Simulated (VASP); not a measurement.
Write the native input for VASP 6.6.1 that does the following.

```yaml
Task: single point
Functional: PBEsol
Potentials_or_basis: VASP PAW PBE potentials, release 64 (Li_sv)
Cutoff: 520 eV
k_mesh: 13 × 13 × 7
Occupations: fermi-dirac, width 0.1 eV
Spin: no spin polarisation
Dipole_correction: no
Further_INCAR_settings: ALGO = Normal; EDIFF = 1e-06; NBANDS = 10
```

The structure of Li lies in POSCAR:

```
Li
1.0
    3.0570777783      0.0000000000      0.0000000000
   -1.5285388892      2.6475070174      0.0000000000
    0.0000000000      0.0000000000      4.9868382011
Li
2
Direct
    0.3333333333      0.6666666667      0.2500000000
    0.6666666667      0.3333333333      0.7500000000
```

This isn't the form of Li at room conditions, which is bcc.

The input as run:

INCAR

```
PREC     = Accurate       # precision mode
ENCUT    = 520            # plane-wave cutoff, eV
EDIFF    = 1E-6           # SCF threshold, eV
ISMEAR   = -1             # smearing method
SIGMA    = 0.1            # smearing width, eV
LREAL    = False          # projectors in reciprocal space
LASPH    = True           # aspherical terms in the spheres
NELM     = 80             # most SCF steps
ALGO     = Normal         # electronic algorithm
ISIF     = 2              # what is computed and relaxed
LWAVE    = False          # write WAVECAR
LCHARG   = False          # write CHGCAR
GGA      = PS             # functional
NBANDS   = 10             # bands
```

KPOINTS

```
Automatic mesh
0
Gamma
  13 13 7
```

Potentials or basis: VASP PAW PBE potentials, release 64 (Li_sv).

Launch:

```sh
$ cat potpaw_PBE.64/Li_sv/POTCAR > POTCAR
$ mpirun -np 1 vasp_std > vasp.out
```

It gave:

* Band gap on the k mesh: zero (bands 3 and 4 overlap by 3.73 eV)

It took 30 s on 1 thread of Intel Xeon 8259CL, with other jobs on the host, peak memory 0.16 GiB.
